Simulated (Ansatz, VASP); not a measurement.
**One calculation of CdO, two programs**

File INCAR:

```
SYSTEM = CdO
  PREC = Accurate
  ENCUT = 700
  EDIFF = 1E-6
  ISMEAR = -1
  SIGMA = 0.02
  LREAL = .False.
  LASPH = .True.
  NELM = 120
  ALGO = Normal
  ISIF = 2
  LWAVE = .False.
  LCHARG = .True.
  GGA = PE
  LELF = .True.
  LVHAR = .True.
  NBANDS = 20
  GGA_COMPAT = .False.
```

The input KPOINTS:

```
Automatic mesh
0
Gamma
  10 10 10
  0 0 0
```

POSCAR

```
CdO
1.0
    0.0000000000      2.3530040397      2.3530040397
    2.3530040397      0.0000000000      2.3530040397
    2.3530040397      2.3530040397      0.0000000000
Cd O
1 1
Direct
    0.0000000000      0.0000000000      0.0000000000
    0.5000000000      0.5000000000      0.5000000000
```

Input for Ansatz:

```yaml
crystal:
  lattice:
    - [0.0, 2.3530040397, 2.3530040397]
    - [2.3530040397, 0.0, 2.3530040397]
    - [2.3530040397, 2.3530040397, 0.0]
  atoms:
    - { symbol: Cd, position: [0.0, 0.0, 0.0] }
    - { symbol: O, position: [0.5, 0.5, 0.5] }
kpoints:
  mp_grid: { grid: [10, 10, 10] }
  band_path:
    path:
      - [0.0, 0.0, 0.0]
      - [0.5, 0.0, 0.5]
      - [0.625, 0.25, 0.625]
      - [0.375, 0.375, 0.75]
      - [0.5, 0.5, 0.5]
      - [0.5, 0.25, 0.75]
    npoints: 1
hamiltonian:
  xc: pbe
scf:
  occupations: { method: fermi_dirac, width: 0.02 }
  n_extra_bands: 4
output:
  forces: true
  stress: true
  eigenvalues: true
```

Alike in both runs: task single point; functional PBE; k mesh 10 × 10 × 10; occupations fermi-dirac, width 0.02 eV; no spin polarisation.

|  | VASP | Ansatz |
| --- | --- | --- |
| version | VASP 6.6.1 | Ansatz 0.2.0 |
| potentials or method | VASP PAW PBE potentials, release 64 (Cd_sv_GW, O) | plane waves, PAW |
| plane-wave cutoff (eV) | 700 | 420 |
| valence electrons in the cell | 26 | 26 |

```csv
,VASP,Ansatz,Ansatz less VASP
pressure (GPa),5.2,5.4,+0.20
```

With one functional, cell and mesh, what is left measures potentials, basis and numerics.
